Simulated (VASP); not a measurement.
# MgS (P6_3mc) in VASP: further runs

Runs on MgS. Level: LDA. Tasks: relaxation of cell and atoms.

All numbers are computed with VASP 6.6.1; they aren't measurements. Logs are shortened: lines on timing, memory, paths and dates and some standing lists are left out, and cuts for length are marked.

**1. The cell of the first run**

The structure is hexagonal, space group P6_3mc (No. 186). Conventional cell: a = 4.000 Å, b = 4.000 Å, c = 6.532 Å, α = 90.00°, β = 90.00°, γ = 120.00°. Mg (site symmetry 3m) has 4 S at 2.45 Å within 3.2 Å. S (site symmetry 3m) has 4 Mg at 2.45 Å within 3.2 Å.

**2. Relaxation of cell and atoms, LDA, target pressure 40 GPa, at which the enthalpy is minimised**

Contents of INCAR:

```
ALGO = Normal
EDIFF = 1E-7
EDIFFG = -0.02
ENCUT = 600
IBRION = 2
ISIF = 3
ISMEAR = 1
LASPH = True
LCHARG = False
LREAL = False
LWAVE = False
NELM = 80
NSW = 80
PREC = Accurate
PSTRESS = 400.0
SIGMA = 0.01
```

Contents of KPOINTS:

```
k-points
0
Gamma
  7 7 4
```

Contents of POSCAR:

```
MgS
1.0
    4.0000000000      0.0000000000      0.0000000000
   -2.0000000000      3.4641016151      0.0000000000
    0.0000000000      0.0000000000      6.5320000000
Mg S
2 2
Direct
    0.3333333333      0.6666666667      0.0000000000
    0.6666666667      0.3333333333      0.5000000000
    0.3333333333      0.6666666667      0.3750000000
    0.6666666667      0.3333333333      0.8750000000
```

Potentials or basis: VASP PAW LDA potentials, release 64 (Mg, S).

Launch:

```bash
$ cat potpaw_LDA.64/Mg/POTCAR potpaw_LDA.64/S/POTCAR > POTCAR
$ mpirun -np 1 vasp_std > vasp.out
```

OUTCAR:

```text
EDIFF = 1E-7
   EDIFFG = -0.02
   ENCUT = 600
   IBRION = 2
   ISIF = 3
   ISMEAR = 1
   LASPH = True
   LREAL = False
   NELM = 80
   NSW = 80
   PREC = Accurate
   PSTRESS = 400.0

 ion  position               nearest neighbor table
   1  0.333  0.667  0.000-   4 2.45   4 2.45   4 2.45   3 2.45
   2  0.667  0.333  0.500-   3 2.45   3 2.45   3 2.45   4 2.45
   3  0.333  0.667  0.375-   2 2.45   2 2.45   2 2.45   1 2.45
   4  0.667  0.333  0.875-   1 2.45   1 2.45   1 2.45   2 2.45

  LATTYP: Found a hexagonal cell.
 ALAT       =     4.0000000000
 C/A-ratio  =     1.6330000000

  Lattice vectors:

 A1 = (   4.0000000000,   0.0000000000,   0.0000000000)
 A2 = (  -2.0000000000,   3.4641016151,   0.0000000000)
 A3 = (   0.0000000000,   0.0000000000,   6.5320000000)

Analysis of symmetry for initial positions (statically):
=====================================================================
 Subroutine PRICEL returns:
 Original cell was already a primitive cell.

 Routine SETGRP: Setting up the symmetry group for a
 hexagonal supercell.

 Subroutine GETGRP returns: Found 12 space group operations
 (whereof  6 operations were pure point group operations)
 out of a pool of 24 trial point group operations.

The static configuration has the point symmetry C_3v.
 The point group associated with its full space group is C_6v.

Analysis of symmetry for dynamics (positions and initial velocities):
=====================================================================
 Subroutine PRICEL returns:
 Original cell was already a primitive cell.

 Routine SETGRP: Setting up the symmetry group for a
 hexagonal supercell.

 Subroutine GETGRP returns: Found 12 space group operations
 (whereof  6 operations were pure point group operations)
 out of a pool of 24 trial point group operations.

The dynamic configuration has the point symmetry C_3v.
 The point group associated with its full space group is C_6v.

 Subroutine INISYM returns: Found 12 space group operations
 (whereof  6 operations are pure point group operations),
 and found     1 'primitive' translations

----------------------------------------------------------------------------------------

                                     Primitive cell

  volume of cell :      90.5100

  direct lattice vectors                    reciprocal lattice vectors
     4.000000000  0.000000000  0.000000000     0.250000000  0.144337567  0.000000000
    -2.000000000  3.464101615  0.000000000     0.000000000  0.288675135  0.000000000
     0.000000000  0.000000000  6.532000000     0.000000000  0.000000000  0.153092468

  length of vectors
     4.000000000  4.000000000  6.532000000     0.288675135  0.288675135  0.153092468
[... 68 lines left out ...]
   total plane-waves  NPLWV =  55296
   dimension x,y,z NGX =    32 NGY =   32 NGZ =   54
   dimension x,y,z NGXF=    64 NGYF=   64 NGZF=  108
   ions per type =               2   2
   NGX,Y,Z   is equivalent  to a cutoff of  13.30, 13.30, 13.74 a.u.
   NGXF,Y,Z  is equivalent  to a cutoff of  26.60, 26.60, 27.49 a.u.
 SYSTEM =  unknown system
   PREC   = accura    normal or accurate (medium, high low for compatibility)
   ISTART =      0    job   : 0-new  1-cont  2-samecut
   ICHARG =      2    charge: 1-file 2-atom 10-const
   ISPIN  =      1    spin polarized calculation?
   LNONCOLLINEAR =      F non collinear calculations
   LSORBIT =      F    spin-orbit coupling
   LASPH  =      T    aspherical Exc in radial PAW
   ENCUT  =  600.0 eV  44.10 Ry    6.64 a.u.   7.99  7.99 13.05*2*pi/ulx,y,z
   NELM   =     80;   NELMIN=  2; NELMDL= -5     # of ELM steps
   EDIFF  = 0.1E-06   stopping-criterion for ELM
   LREAL  =      F    real-space projection
   EDIFFG = -.2E-01   stopping-criterion for IOM
   NSW    =     80    number of steps for IOM
   IBRION =      2    ionic relax: 0-MD 1-quasi-New 2-CG
   NFREE  =      1    steps in history (QN), initial steepest desc. (CG)
   ISIF   =      3    stress and relaxation
   ISYM   =      2    0-nonsym 1-usesym 2-fastsym
   POTIM  = 0.5000    time-step for ionic-motion
   TEBEG  =    0.0;   TEEND  =   0.0 temperature during run
   PSTRESS=  400.0 pullay stress
   NELECT =      16.0000    total number of electrons
   NUPDOWN=      -1.0000    fix difference up-down
   EMIN   =  10.00;   EMAX   =-10.00  energy-range for DOS
   EFERMI =   0.00;   METHOD = LEGACY
   ISMEAR =     1;   SIGMA  =   0.01  broadening in eV -4-tet -1-fermi 0-gaus
   EFERMI_NEDOS =   21; number of points for ismear=-14 and -15
   IALGO  =     38    algorithm
   IMIX   =      4    mixing-type and parameters
     AMIX     =   0.40;   BMIX     =  1.00
     AMIX_MAG =   1.60;   BMIX_MAG =  1.00
  volume/ion in A,a.u.               =      22.63       152.70
  Fermi-wavevector in a.u.,A,eV,Ry     =   0.918789  1.736260 11.485680  0.844174
  Thomas-Fermi vector in A             =   2.043910
   LORBIT       =      0    0 simple, 1 ext, 2 COOP (PROOUT), +10 PAW based schemes
   GGA     = CA    functional components
   LHFCALC =     F    Hartree Fock is set to
   AEXX    =    0.0000 exact exchange contribution
   IVDW    =     0    specifies the selected vdW correction
   LEPSILON=     F    determine dielectric tensor
   LRPA    =     F    only Hartree local field effects (RPA)
 conjugate gradient relaxation of ions
 non-spin polarized calculation
 Methfessel and Paxton  Order N= 1 SIGMA  =   0.01
  energy-cutoff  :      600.00
  volume of cell :       90.51
 maximum number of plane-waves:      3034
 NGX is ok and might be reduce to    32
   NGX = 15   NGY = 15   NGZ = 27

--------------------------------------- Ionic step        1  -------------------------------------------

 number of electron      15.9999999 magnetization

 Free energy of the ion-electron system (eV)
  ---------------------------------------------------
  ext. energy  EPLUGINS =         0.00000000
  ---------------------------------------------------
  free energy    TOTEN  =       -18.79510491 eV

  energy without entropy =      -18.79511085  energy(sigma->0) =      -18.79510689

 E-fermi :   0.9429     XC(G=0):  -8.7652

 val. band max:        0.9345225081   @ k =   0.0000   0.0000   0.0000
 cond. band min:       4.1970831976   @ k =   0.0000   0.0000   0.0000
 fundamental gap:      3.2625606895
 Fermi energy:         0.9429394822
[... 1207 lines left out ...]
  energy  without entropy=      -17.5394854330  energy(sigma->0) =      -17.53948054

  enthalpy is  TOTEN    =        -0.6159804931 eV   P V=       16.9234976026

[... ionic steps 4 to 42 ...]

--------------------------------------- Ionic step       43  -------------------------------------------

 number of electron      15.9999999 magnetization

------------------------ aborting loop because EDIFF is reached ----------------------------------------
[... 75 lines left out ...]
--------------------------------------- Ionic step       45  -------------------------------------------

 number of electron      15.9999999 magnetization

 Free energy of the ion-electron system (eV)
  ---------------------------------------------------
  ext. energy  EPLUGINS =         0.00000000
  ---------------------------------------------------
  free energy    TOTEN  =       -16.73956010 eV

  energy without entropy =      -16.73956010  energy(sigma->0) =      -16.73956010

 E-fermi :   5.6846     XC(G=0): -10.5110

 val. band max:        5.6111169361   @ k =   0.0000   0.0000   0.0000
 cond. band min:       8.4201949353   @ k =   0.4286  -0.0000   0.0000
 fundamental gap:      2.8090779992
 Fermi energy:         5.6846441853
[... 393 lines left out ...]
  energy  without entropy=      -16.7395601030  energy(sigma->0) =      -16.73956010

  enthalpy is  TOTEN    =        -1.9801321349 eV   P V=       14.7594279681

 reached required accuracy - stopping structural energy minimisation
```

OSZICAR:

```text
N       E                     dE             d eps       ncg     rms          rms(c)
DAV:   1     0.694592617933E+02    0.69459E+02   -0.65062E+03   576   0.119E+03
DAV:   2    -0.137086686746E+02   -0.83168E+02   -0.77427E+02   896   0.169E+02
DAV:   3    -0.198154701830E+02   -0.61068E+01   -0.60834E+01   744   0.530E+01
[... 414 lines left out ...]
DAV:   1    -0.167395602711E+02    0.14424E-02   -0.19053E-04   584   0.936E-02    0.116E-02
DAV:   2    -0.167395604424E+02   -0.17136E-06   -0.10603E-05   700   0.272E-02    0.584E-03
DAV:   3    -0.167395602110E+02    0.23140E-06   -0.21220E-07   544   0.394E-03    0.371E-03
DAV:   4    -0.167395601034E+02    0.10764E-06   -0.41185E-07   608   0.434E-03    0.802E-04
DAV:   5    -0.167395601030E+02    0.41223E-09   -0.35053E-08   304   0.159E-03
  45 F= -.19801321E+01 E0= -.19801321E+01  d E =-.227583E-04
```

CONTCAR:

```text
MgS
   1.00000000000000
     3.8251035789484855    0.0000000000000002    0.0000000000000000
    -1.9125517894742428    3.3126368693799142   -0.0000000000000000
     0.0000000000000000   -0.0000000000000000    4.6655525551190209
  Mg              S
     2     2
Direct
     0.3333333332999970    0.6666666667000030    0.9377014720642444
     0.6666666667000030    0.3333333332999970    0.4377014720642443
     0.3333333332999970    0.6666666667000030    0.4372985279357557
     0.6666666667000030    0.3333333332999970    0.9372985279357556

  0.00000000E+00  0.00000000E+00  0.00000000E+00
  0.00000000E+00  0.00000000E+00  0.00000000E+00
  0.00000000E+00  0.00000000E+00  0.00000000E+00
  0.00000000E+00  0.00000000E+00  0.00000000E+00
```

It took 6.6 min on 1 thread of Intel Xeon Platinum 8559C (Emerald Rapids), shared host; peak memory 0.22 GiB.

What came out:

```
Free energy                                                : -16.7396 eV
Relaxed volume                                             : 14.78 Å³/atom
Relaxed cell                                               : a = 3.825 Å, b = 3.825 Å, c = 4.666 Å, α = 90.00°, β = 90.00°, γ = 120.00°
Space group after relaxing (to 0.1 Å)                      : P6_3/mmc (No. 194)
Energy change on relaxing (the run minimises the enthalpy) : +513.9 meV/atom
Ionic steps                                                : 45
Pressure after relaxing                                    : 40.0 GPa
Largest force after relaxing                               : 0.018 eV/Å
Band gap on the k mesh                                     : 2.81 eV (least direct gap 3.36 eV)
```

Forces in eV/Å, atoms in the order of the input:
```
Mg   0.000  0.000 -0.018
Mg   0.000  0.000 -0.018
S    0.000  0.000  0.018
S    0.000  0.000  0.018
```

Step by step:
```tsv
step	energy change (eV)	largest force (eV/Å)	pressure (GPa)	volume (Å³)
1	0.0000	0.0571	-2.23	90.51
3	1.2556	0.1016	26.28	67.79
5	2.2867	0.1218	40.18	62.76
7	2.1711	0.0233	38.69	63.22
9	2.2046	0.0562	39.14	63.07
11	2.4511	0.3903	42.33	62.07
13	2.3313	0.2139	40.81	62.53
15	2.2723	0.4870	40.01	62.66
17	2.0783	1.8084	36.51	62.81
19	2.1045	3.0936	35.26	62.39
21	2.1671	3.3365	35.62	62.13
23	2.1655	3.3348	35.60	62.13
25	2.1590	3.3263	35.50	62.15
27	2.1403	3.2760	35.19	62.21
29	2.1313	3.2419	35.15	62.19
31	2.0920	3.0915	35.00	62.14
33	1.9573	2.5282	34.52	61.91
35	1.7250	0.7434	34.44	61.01
37	1.8059	0.2895	36.09	60.35
39	1.8557	0.1815	36.90	60.08
41	2.1494	0.0200	41.28	58.76
43	2.0559	0.0225	39.98	59.12
45	2.0555	0.0177	39.98	59.12
```

Final structure:
```cif
data_structure
_symmetry_space_group_name_H-M 'P 1'
_symmetry_Int_Tables_number 1
_cell_length_a 3.8251
_cell_length_b 3.8251
_cell_length_c 4.6656
_cell_angle_alpha 90.000
_cell_angle_beta 90.000
_cell_angle_gamma 120.000
_cell_volume 59.12
loop_
_atom_site_label
_atom_site_type_symbol
_atom_site_fract_x
_atom_site_fract_y
_atom_site_fract_z
_atom_site_occupancy
Mg1 Mg 0.33333 0.66667 0.93770 1
Mg2 Mg 0.66667 0.33333 0.43770 1
S1 S 0.33333 0.66667 0.43730 1
S2 S 0.66667 0.33333 0.93730 1
```

Levels at points of the mesh, in eV from the valence-band top:
| k point | band 4 | band 5 | band 6 | band 7 | band 8 | band 9 | band 10 | band 11 | band 12 |
| --- | --- | --- | --- | --- | --- | --- | --- | --- | --- |
| (0.00, 0.00, 0.00) | -3.14 | -3.14 | -1.47 | -1.47 | 0.00 | 3.36 | 4.23 | 5.94 | 5.94 |
| (0.00, 0.00, 0.50) | -3.24 | -2.36 | -2.36 | -2.36 | -2.36 | 5.18 | 5.18 | 5.57 | 5.57 |

Caveat: the cell is relaxed towards a set pressure, so the run minimises the enthalpy, not the energy; the volume moved by over 15 % at a fixed basis, so the end points are rough; an odd mesh through Γ misses points on the zone boundary, where band edges can lie.

**3. Relaxation of cell and atoms, LDA, target pressure 60 GPa, at which the enthalpy is minimised**

Contents of INCAR:

```
PREC = Accurate
ENCUT = 600
EDIFF = 1E-6
ISMEAR = 1
SIGMA = 0.01
LREAL = F
LASPH = T
NELM = 80
ALGO = Normal
ISIF = 3
LWAVE = F
LCHARG = F
GGA = CA
IBRION = 2
NSW = 80
EDIFFG = -0.02
PSTRESS = 600.0
```

Contents of KPOINTS:

```
regular mesh
0
Gamma
  7 7 4
```

POSCAR is that of step 2.

Potentials or basis: VASP PAW LDA potentials, release 64 (Mg, S).

Launch:

```bash
$ cat potpaw_LDA.64/Mg/POTCAR potpaw_LDA.64/S/POTCAR > POTCAR
$ mpirun -np 1 vasp_std > vasp.out
```

Run time: 5.9 min. Hardware: 1 thread of Intel Xeon Platinum 8559C (Emerald Rapids), shared host; peak memory 0.22 GiB.

The run converged. Its results:

```
Free energy                                                : -15.2701 eV
Relaxed volume                                             : 13.59 Å³/atom
Relaxed cell                                               : a = 3.720 Å, b = 3.720 Å, c = 4.536 Å, α = 90.00°, β = 90.00°, γ = 120.00°
Space group after relaxing (to 0.1 Å)                      : P6_3/mmc (No. 194)
Energy change on relaxing (the run minimises the enthalpy) : +881.3 meV/atom
Ionic steps                                                : 47
Pressure after relaxing                                    : 60.0 GPa
Band gap on the k mesh                                     : 2.63 eV (least direct gap 3.45 eV)
```

Forces on the atoms (eV/Å):
```
Mg   0.000  0.000  0.002
Mg   0.000  0.000  0.002
S    0.000  0.000 -0.002
S    0.000  0.000 -0.002
```

The path:
```
step  energy change (eV)  largest force (eV/Å)  pressure (GPa)  volume (Å³)
   1              0.0000                0.0571           -2.23        90.51
   3              0.8019                0.1096           19.53        70.98
   5              4.1158                0.1799           63.08        57.00
   7              3.8444                0.0674           59.75        57.70
   9              3.8543                0.0172           59.88        57.67
  11              3.9436                0.0585           61.03        57.36
  13              4.1708                0.8877           64.14        55.91
  15             19.9405               23.5204          187.88        46.58
  17              6.7726                3.2359           93.89        50.22
  19              6.0049                4.7666           85.20        51.21
  21              6.0059                4.7563           85.22        51.20
  23              6.0103                4.7124           85.30        51.19
  25              6.0159                4.6518           85.40        51.17
  27              6.0089                4.6410           85.34        51.18
  29              5.9813                4.5974           85.07        51.20
  31              5.8722                4.4254           84.04        51.31
  33              5.4619                3.7837           80.10        51.72
  35              4.1758                1.8445           66.92        53.38
  37              3.1411                0.4691           54.77        55.48
  39              3.2337                0.4737           56.01        55.21
  41              3.8227                0.1705           63.96        53.59
  43              3.6017                0.2181           61.03        54.16
  45              3.5169                0.0070           59.92        54.38
  47              3.5250                0.0023           60.02        54.35
```

Final structure:
```
Mg S
1.0
     3.71982    0.00000    0.00000
    -1.85991    3.22146    0.00000
     0.00000    0.00000    4.53582
Mg S
2 2
Direct
  0.33333 0.66667 0.93748
  0.66667 0.33333 0.43748
  0.33333 0.66667 0.43752
  0.66667 0.33333 0.93752
```

Levels at points of the mesh, in eV from the valence-band top:
| k point | band 6 | band 7 | band 8 | band 9 | band 10 | band 11 |
| --- | --- | --- | --- | --- | --- | --- |
| (0.00, 0.00, 0.00) | -1.68 | -1.68 | 0.00 | 3.45 | 4.47 | 5.93 |
| (0.00, 0.00, 0.50) | -2.65 | -2.65 | -2.65 | 5.25 | 5.25 | 5.43 |

Caveat: the cell is relaxed towards a set pressure, so the run minimises the enthalpy, not the energy; the volume moved by over 15 % at a fixed basis, so the end points are rough; an odd mesh through Γ misses points on the zone boundary, where band edges can lie.
